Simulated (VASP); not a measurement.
# BeTe (l.bB) (F-43m) in VASP: single point with LDA

Aim: the single point of BeTe (l.bB) with LDA.

Program: VASP 6.6.1. These are calculated values, not measurements. Logs are shortened: lines on timing, memory, paths and dates and some standing lists are left out, and cuts for length are marked.

## 1. The cell of the first run

The structure is cubic, space group F-43m (No. 216). The conventional cell has a = 5.620 Å, b = 5.620 Å, c = 5.620 Å, α = 90.00°, β = 90.00°, γ = 90.00°. Be (site symmetry -43m) has 4 Te at 2.43 Å within 3.2 Å. Te (site symmetry -43m) has 4 Be at 2.43 Å within 3.2 Å.

## 2. Single point, LDA

Contents of INCAR:

```
PREC     = Accurate       # precision mode
ENCUT    = 600            # plane-wave cutoff, eV
EDIFF    = 1E-6           # SCF threshold, eV
ISMEAR   = 0              # smearing method
SIGMA    = 0.1            # smearing width, eV
LREAL    = F              # projectors in reciprocal space
LASPH    = T              # aspherical terms in the spheres
NELM     = 120            # most SCF steps
ALGO     = Normal         # electronic algorithm
ISIF     = 2              # what is computed and relaxed
LWAVE    = F              # write WAVECAR
LCHARG   = F              # write CHGCAR
NBANDS   = 11             # bands
GGA_COMPAT= F
```

Contents of KPOINTS:

```
Automatic mesh
0
Gamma
  6 6 6
```

Contents of POSCAR:

```
BeTe
1.0
    0.0000000000      2.8100000000      2.8100000000
    2.8100000000      0.0000000000      2.8100000000
    2.8100000000      2.8100000000      0.0000000000
Be Te
1 1
Direct
    0.0000000000      0.0000000000      0.0000000000
    0.2500000000      0.2500000000      0.2500000000
```

Potentials or basis: VASP PAW LDA potentials, release 64 (Be, Te).

On the command line:

```console
cat potpaw_LDA.64/Be/POTCAR potpaw_LDA.64/Te/POTCAR > POTCAR
mpirun -np 1 vasp_std > vasp.out
```

OUTCAR:

```text
PREC = Accurate
   ENCUT = 600
   EDIFF = 1E-6
   ISMEAR = 0
   LREAL = F
   LASPH = T
   NELM = 120
   ISIF = 2

 ion  position               nearest neighbor table
   1  0.000  0.000  0.000-   2 2.43   2 2.43   2 2.43   2 2.43
   2  0.250  0.250  0.250-   1 2.43   1 2.43   1 2.43   1 2.43

  LATTYP: Found a face centered cubic cell.
 ALAT       =     5.6200000000

  Lattice vectors:

 A1 = (   0.0000000000,   2.8100000000,   2.8100000000)
 A2 = (   2.8100000000,   0.0000000000,   2.8100000000)
 A3 = (   2.8100000000,   2.8100000000,   0.0000000000)

Analysis of symmetry for initial positions (statically):
[... 5 lines left out ...]
 face centered cubic supercell.

 Subroutine GETGRP returns: Found 24 space group operations
 (whereof 24 operations were pure point group operations)
 out of a pool of 48 trial point group operations.

The static configuration has the point symmetry T_d .

Analysis of symmetry for dynamics (positions and initial velocities):
[... 5 lines left out ...]
 face centered cubic supercell.

 Subroutine GETGRP returns: Found 24 space group operations
 (whereof 24 operations were pure point group operations)
 out of a pool of 48 trial point group operations.

The dynamic configuration has the point symmetry T_d .

 Subroutine INISYM returns: Found 24 space group operations
 (whereof 24 operations are pure point group operations),
 and found     1 'primitive' translations

----------------------------------------------------------------------------------------

                                     Primitive cell

  volume of cell :      44.3761

  direct lattice vectors                    reciprocal lattice vectors
     0.000000000  2.810000000  2.810000000    -0.177935943  0.177935943  0.177935943
     2.810000000  0.000000000  2.810000000     0.177935943 -0.177935943  0.177935943
     2.810000000  2.810000000  0.000000000     0.177935943  0.177935943 -0.177935943

  length of vectors
     3.973940110  3.973940110  3.973940110     0.308194094  0.308194094  0.308194094

  position of ions in fractional coordinates (direct lattice)
     0.000000000  0.000000000  0.000000000
     0.250000000  0.250000000  0.250000000

  ion indices of the primitive-cell ions
   primitive index   ion index
                 1           1
                 2           2

----------------------------------------------------------------------------------------

 KPOINTS: Automatic mesh

Automatic generation of k-mesh.
 Grid dimensions read from file:
 generate k-points for:    6    6    6

 Generating k-lattice:

  Cartesian coordinates                     Fractional coordinates (reciprocal lattice)
    -0.029655991  0.029655991  0.029655991     0.166666667  0.000000000  0.000000000
     0.029655991 -0.029655991  0.029655991     0.000000000  0.166666667  0.000000000
     0.029655991  0.029655991 -0.029655991     0.000000000  0.000000000  0.166666667

  Length of vectors
     0.051365682  0.051365682  0.051365682

  Shift w.r.t. Gamma in fractional coordinates (k-lattice)
     0.000000000  0.000000000  0.000000000

 Subroutine IBZKPT returns following result:
 ===========================================

 Found     16 irreducible k-points:

 Following reciprocal coordinates:
            Coordinates               Weight
  0.000000  0.000000  0.000000      1.000000
  0.166667  0.000000  0.000000      8.000000
  0.333333  0.000000  0.000000      8.000000
  0.500000  0.000000  0.000000      4.000000
  0.166667  0.166667  0.000000      6.000000
  0.333333  0.166667  0.000000     24.000000
[... 8 lines left out ...]
 -0.333333  0.333333  0.166667     24.000000
 -0.333333  0.500000  0.166667     12.000000
   k-points           NKPTS =     16   k-points in BZ     NKDIM =     16   number of bands    NBANDS=     11
   number of dos      NEDOS =    301   number of ions     NIONS =      2
   total plane-waves  NPLWV =  32768
   dimension x,y,z NGX =    32 NGY =   32 NGZ =   32
   dimension x,y,z NGXF=    64 NGYF=   64 NGZF=   64
   ions per type =               1   1
   NGX,Y,Z   is equivalent  to a cutoff of  13.39, 13.39, 13.39 a.u.
   NGXF,Y,Z  is equivalent  to a cutoff of  26.77, 26.77, 26.77 a.u.
 SYSTEM =  unknown system
   PREC   = accura    normal or accurate (medium, high low for compatibility)
   ISTART =      0    job   : 0-new  1-cont  2-samecut
   ICHARG =      2    charge: 1-file 2-atom 10-const
   ISPIN  =      1    spin polarized calculation?
   LNONCOLLINEAR =      F non collinear calculations
   LSORBIT =      F    spin-orbit coupling
   LASPH  =      T    aspherical Exc in radial PAW
   ENCUT  =  600.0 eV  44.10 Ry    6.64 a.u.   7.94  7.94  7.94*2*pi/ulx,y,z
   NELM   =    120;   NELMIN=  2; NELMDL= -5     # of ELM steps
   EDIFF  = 0.1E-05   stopping-criterion for ELM
   LREAL  =      F    real-space projection
   EDIFFG = 0.1E-04   stopping-criterion for IOM
   NSW    =      0    number of steps for IOM
   IBRION =     -1    ionic relax: 0-MD 1-quasi-New 2-CG
   NFREE  =      0    steps in history (QN), initial steepest desc. (CG)
   ISIF   =      2    stress and relaxation
   ISYM   =      2    0-nonsym 1-usesym 2-fastsym
   POTIM  = 0.5000    time-step for ionic-motion
   TEBEG  =    0.0;   TEEND  =   0.0 temperature during run
   PSTRESS=    0.0 pullay stress
   NELECT =       8.0000    total number of electrons
   NUPDOWN=      -1.0000    fix difference up-down
   EMIN   =  10.00;   EMAX   =-10.00  energy-range for DOS
   EFERMI =   0.00;   METHOD = LEGACY
   ISMEAR =     0;   SIGMA  =   0.10  broadening in eV -4-tet -1-fermi 0-gaus
   EFERMI_NEDOS =   21; number of points for ismear=-14 and -15
   IALGO  =     38    algorithm
   IMIX   =      4    mixing-type and parameters
     AMIX     =   0.40;   BMIX     =  1.00
     AMIX_MAG =   1.60;   BMIX_MAG =  1.00
  volume/ion in A,a.u.               =      22.19       149.73
  Fermi-wavevector in a.u.,A,eV,Ry     =   0.924816  1.747648 11.636845  0.855284
  Thomas-Fermi vector in A             =   2.050602
   LORBIT       =      0    0 simple, 1 ext, 2 COOP (PROOUT), +10 PAW based schemes
   GGA     = CA    functional components
   LHFCALC =     F    Hartree Fock is set to
   AEXX    =    0.0000 exact exchange contribution
   IVDW    =     0    specifies the selected vdW correction
   LEPSILON=     F    determine dielectric tensor
   LRPA    =     F    only Hartree local field effects (RPA)
 non-spin polarized calculation
 Gauss-broadening in eV      SIGMA  =   0.10
  energy-cutoff  :      600.00
  volume of cell :       44.38
 maximum number of plane-waves:      1492
   NGX = 15   NGY = 15   NGZ = 15

 number of electron       8.0000000 magnetization

 Free energy of the ion-electron system (eV)
  ---------------------------------------------------
  ext. energy  EPLUGINS =         0.00000000
  ---------------------------------------------------
  free energy    TOTEN  =        -8.71274449 eV

  energy without entropy =       -8.71274449  energy(sigma->0) =       -8.71274449

 E-fermi :   5.5081     XC(G=0):  -9.2939

 val. band max:        5.0163460325   @ k =   0.0000   0.0000   0.0000
 cond. band min:       6.8690052401   @ k =   0.5000   0.5000   0.0000
 fundamental gap:      1.8526592075
 Fermi energy:         5.5080697161

 k-point     1 :       0.0000    0.0000    0.0000
  band No.  band energies     occupation
      1      -7.3442      2.00000
      2       5.0163      2.00000
      3       5.0163      2.00000
      4       5.0163      2.00000
      5       8.5942      0.00000
      6       8.5942      0.00000
      7       8.5942      0.00000
      8       8.7855      0.00000
      9      13.1966      0.00000
     10      15.2656      0.00000
     11      15.2656      0.00000

 k-point     2 :       0.1667    0.0000    0.0000
  band No.  band energies     occupation
      1      -7.0847      2.00000
      2       3.0066      2.00000
      3       4.6339      2.00000
      4       4.6339      2.00000
      5       8.4455      0.00000
      6       9.1373      0.00000
      7       9.1373      0.00000
      8      10.7637      0.00000
      9      13.7936      0.00000
     10      14.0614      0.00000
     11      14.0614      0.00000

 k-point     3 :       0.3333    0.0000    0.0000
  band No.  band energies     occupation
      1      -6.4360      2.00000
      2       0.5322      2.00000
      3       4.0892      2.00000
      4       4.0892      2.00000
      5       8.1844      0.00000
      6       9.5942      0.00000
      7       9.5942      0.00000
      8      12.6477      0.00000
      9      14.2555      0.00000
     10      14.5745      0.00000
     11      14.5745      0.00000

 k-point     4 :       0.5000    0.0000    0.0000
  band No.  band energies     occupation
      1      -5.9962      2.00000
      2      -0.5589      2.00000
      3       3.8756      2.00000
      4       3.8756      2.00000
      5       8.0824      0.00000
      6       9.5657      0.00000
      7       9.5657      0.00000
      8      12.6581      0.00000
      9      15.7779      0.00000
     10      16.4475      0.00000
     11      16.4475      0.00000
[... 127 lines left out ...]
 k-point    14 :       0.5000    0.3333    0.1667
  band No.  band energies     occupation
      1      -5.9469      2.00000
      2       0.6132      2.00000
      3       1.9387      2.00000
      4       3.0104      2.00000
      5       8.9000      0.00000
      6       9.9002      0.00000
      7      10.2375      0.00000
      8      12.6804      0.00000
      9      14.9801      0.00000
     10      15.3850      0.00000
     11      17.5924      0.00000

 k-point    15 :      -0.3333    0.3333    0.1667
  band No.  band energies     occupation
      1      -5.6211      2.00000
      2       0.1639      2.00000
      3       1.5013      2.00000
      4       2.5803      2.00000
      5       9.4145      0.00000
      6       9.6896      0.00000
      7      11.8344      0.00000
      8      12.1978      0.00000
      9      13.6347      0.00000
     10      16.8025      0.00000
     11      17.5515      0.00000

 k-point    16 :      -0.3333    0.5000    0.1667
  band No.  band energies     occupation
      1      -5.4811      2.00000
      2       0.2475      2.00000
      3       1.5941      2.00000
      4       1.8887      2.00000
      5       8.6342      0.00000
      6       9.2497      0.00000
      7      12.2830      0.00000
      8      12.5969      0.00000
      9      15.8205      0.00000
     10      16.7270      0.00000
     11      17.7472      0.00000

------------------------ aborting loop because EDIFF is reached ----------------------------------------

  FORCE on cell =-STRESS in cart. coord.  units (eV):
  Direction    XX          YY          ZZ          XY          YZ          ZX
  --------------------------------------------------------------------------------------
  -------------------------------------------------------------------------------------
  Total       -0.5004914     -0.5004914     -0.5004914     -0.0000000      0.0000000     -0.0000000
  in kB      -18.0700039    -18.0700039    -18.0700039     -0.0000000      0.0000000     -0.0000000
  external PRESSURE =     -18.0700039 kB  Pullay stress =       0.0000000 kB

 VOLUME and BASIS-vectors are now :
 -----------------------------------------------------------------------------
  energy-cutoff  :      600.00
  volume of cell :       44.38
      direct lattice vectors                 reciprocal lattice vectors
     0.000000000  2.810000000  2.810000000    -0.177935943  0.177935943  0.177935943
     2.810000000  0.000000000  2.810000000     0.177935943 -0.177935943  0.177935943
     2.810000000  2.810000000  0.000000000     0.177935943  0.177935943 -0.177935943

 POSITION                                       TOTAL-FORCE (eV/Angst)
 -----------------------------------------------------------------------------------
      0.00000      0.00000      0.00000         0.000000     -0.000000     -0.000000
      1.40500      1.40500      1.40500        -0.000000      0.000000      0.000000
 -----------------------------------------------------------------------------------
    total drift:                                0.000000      0.000000      0.000000

  FREE ENERGIE OF THE ION-ELECTRON SYSTEM (eV)
  ---------------------------------------------------
  free  energy   TOTEN  =        -8.7127444889 eV

  energy  without entropy=       -8.7127444889  energy(sigma->0) =       -8.71274449
```

Run time: 13 s. Hardware: 1 thread of Intel Xeon 8259CL, shared host; peak memory 0.15 GiB.

What came out:

* Free energy: -8.7127 eV
* Pressure: -1.8 GPa
* Band gap on the k mesh: 1.85 eV, indirect (least direct gap 3.58 eV)

Caveat: spin-orbit coupling is left out, which moves the levels of the heavy elements. A k mesh can miss the band edges.
